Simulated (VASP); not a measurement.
Write the native input for VASP 6.6.1 that does the following.

```
Task                   : single point
Functional             : PBE
Dispersion             : D3(BJ)
Potentials or basis    : VASP PAW PBE potentials, release 64 (Ag)
Cutoff                 : 520 eV
k mesh                 : 6 × 6 × 1
Occupations            : gaussian, width 0.1 eV
Spin                   : no spin polarisation
Dipole correction      : yes
Further INCAR settings : ALGO = Normal; EDIFF = 1e-06; NBANDS = 78
```

The structure of Ag lies in POSCAR:

```
Ag
1.0
    4.9888483875      0.0000000000      0.0000000000
   -2.4944241938      4.3204694392      0.0000000000
    0.0000000000      0.0000000000     24.0552970503
Ag
12
Direct
    0.0000000000      0.3333333333      0.3533525270
    0.3333333333      0.0000000000      0.3533525270
    0.6666666667      0.6666666667      0.3533525270
    0.3333333333      0.3333333333      0.4511175090
    0.6666666667      0.0000000000      0.4511175090
    0.0000000000      0.6666666667      0.4511175090
    0.6666666667      0.3333333333      0.5482749275
    0.0000000000      0.0000000000      0.5482749275
    0.3333333333      0.6666666667      0.5482749275
    0.0000000000      0.3333333333      0.6463998956
    0.3333333333      0.0000000000      0.6463998956
    0.6666666667      0.6666666667      0.6463998956
```

The input as run:

INCAR

```
ALGO = Normal
DIPOL = 0.5 0.5 0.500
EDIFF = 1E-6
ENCUT = 520
GGA = PE
IDIPOL = 3
ISIF = 2
ISMEAR = 0
IVDW = 12
LASPH = True
LCHARG = False
LDIPOL = True
LREAL = False
LWAVE = False
NBANDS = 78
NELM = 60
PREC = Accurate
SIGMA = 0.1
```

KPOINTS

```
k-points
0
Gamma
  6 6 1
```

Potentials or basis: VASP PAW PBE potentials, release 64 (Ag).

Run with:

```bash
$ cat potpaw_PBE.64/Ag/POTCAR > POTCAR
$ mpirun -np 1 vasp_std > vasp.out
```

It gave:

The largest force is 0.026 eV/Å. The band gap on the k mesh is zero (bands 66 and 67 overlap by 3.80 eV). The dispersion energy per atom is -0.453 eV.

Run time: 8.7 min on 1 thread of Intel(R) Xeon(R) 6975P-C (Granite Rapids), on a shared host, peak memory 0.65 GiB.
